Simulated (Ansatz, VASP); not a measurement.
# Two plane-wave programs on Sb

POSCAR

```
Sb
1.0
    3.1600000000      0.0000000000      0.0000000000
    0.0000000000      3.6340000000      0.0000000000
    0.0000000000      0.0000000000      3.1600000000
Sb
1
Direct
    0.0000000000      0.0000000000      0.0000000000
```

INCAR.step1

```
PREC = Accurate
ENCUT = 520
ISMEAR = 0
SIGMA = 0.15
LREAL = False
LASPH = True
NELM = 60
NBANDS = 8
GGA = PE
ALGO = Normal
EDIFF = 1E-4
LWAVE = True
LCHARG = False
```

INCAR.step2

```
PREC = Accurate
ENCUT = 520
EDIFF = 1E-7
ISMEAR = 0
SIGMA = 0.15
LREAL = False
LASPH = True
NELM = 60
ALGO = Normal
ISIF = 2
LWAVE = False
LCHARG = False
METAGGA = R2SCAN
LMIXTAU = True
NBANDS = 8
ISTART = 1
```

File KPOINTS:

```
Automatic mesh
0
Gamma
  16 16 16
```

Input for Ansatz:

```yaml
crystal:
  lattice:
    - [3.16, 0.0, 0.0]
    - [0.0, 3.634, 0.0]
    - [0.0, 0.0, 3.16]
  atoms:
    - { symbol: Sb, position: [0.0, 0.0, 0.0] }
basis:
  ecutwfc: 500
kpoints:
  mp_grid: { grid: [16, 16, 16] }
hamiltonian:
  xc: r2scan
scf:
  occupations: { method: gaussian, width: 0.15 }
output:
  forces: true
  stress: true
  eigenvalues: true
```

Change from the starting cell: strain +0.1500 x Voigt [0, 1, 0, 0, 0, 0], atoms carried along.

Alike in both runs: task single point; functional r2SCAN; k mesh 16 × 16 × 16; occupations gaussian, width 0.15 eV; no spin polarisation.

|  | VASP | Ansatz |
| --- | --- | --- |
| version | VASP 6.6.1 | Ansatz 0.2.0 |
| potentials or method | VASP PAW PBE potentials, release 64 (Sb), cutoff 520 eV | scalar-relativistic, plane waves, PAW |
| valence electrons in the cell | 5 | 15 |

|  | VASP | Ansatz | Ansatz less VASP |
| --- | --- | --- | --- |
| gap on the k mesh at the Fermi level (eV) | none | none | - |
| pressure (GPa) | -6.6 | -6.6 | +0.03 |
| traceless stress, the component that is largest in VASP (GPa) | -3.31 | -3.31 | -0.002 |

VASP's potentials were made for PBE, not for r2SCAN. A gap of «none» marks a metal or a gap that the smearing closes. VASP's potentials hold 5 valence electrons a cell and Ansatz's 15, so a difference there can come from the potentials and not from the codes.

Spin-orbit coupling is off throughout.
